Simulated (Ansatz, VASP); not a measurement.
**One calculation of PbSe, two programs**

File INCAR:

```
  ALGO = Normal
  EDIFF = 1E-6
  ENCUT = 500
  GGA = PS
  GGA_COMPAT = False
  ISIF = 2
  ISMEAR = -1
  LASPH = True
  LCHARG = False
  LREAL = False
  LWAVE = False
  NBANDS = 17
  NELM = 120
  PREC = Accurate
  SIGMA = 0.01
```

File KPOINTS:

```
k-points
0
Gamma
  9 9 9
```

Contents of POSCAR:

```
PbSe
1.0
    0.0000000000      3.0415980385      3.0415980385
    3.0415980385      0.0000000000      3.0415980385
    3.0415980385      3.0415980385      0.0000000000
Pb Se
1 1
Direct
    0.0000000000      0.0000000000      0.0000000000
    0.5000000000      0.5000000000      0.5000000000
```

Input for Ansatz:

```yaml
crystal:
  lattice:
    - [0.0, 3.0415980385, 3.0415980385]
    - [3.0415980385, 0.0, 3.0415980385]
    - [3.0415980385, 3.0415980385, 0.0]
  atoms:
    - { symbol: Pb, position: [0.0, 0.0, 0.0] }
    - { symbol: Se, position: [0.5, 0.5, 0.5] }
kpoints:
  mp_grid: { grid: [9, 9, 9] }
  band_path:
    path:
      - [0.0, 0.0, 0.0]
      - [0.5, 0.0, 0.5]
      - [0.625, 0.25, 0.625]
      - [0.375, 0.375, 0.75]
      - [0.0, 0.0, 0.0]
      - [0.5, 0.5, 0.5]
      - [0.5, 0.25, 0.75]
      - [0.5, 0.0, 0.5]
    npoints: 5
scf:
  occupations: { method: fermi_dirac, width: 0.01 }
hamiltonian:
  xc: pbesol
  pseudopotentials: { kind: all_electron, lapw: { basis_error: 0.00025 } }
output:
  forces: true
  stress: true
  eigenvalues: true
```

Change from the starting cell: volume scaled by 0.98.

Alike in both runs: task single point; functional PBEsol; k mesh 9 × 9 × 9; occupations fermi-dirac, width 0.01 eV; no spin polarisation.

|  | VASP | Ansatz |
| --- | --- | --- |
| version | VASP 6.6.1 | Ansatz 0.2.0 |
| potentials or method | VASP PAW PBE potentials, release 64 (Pb_d, Se), cutoff 500 eV | all-electron LAPW, scalar-relativistic |

```csv
,VASP,Ansatz,Ansatz less VASP
pressure (GPa),0.5,0.5,+0.01
```

VASP's potentials were made for PBE, not for PBEsol. Ansatz ran all-electron here, and VASP with PAW potentials.

Neither program's run includes spin-orbit coupling.
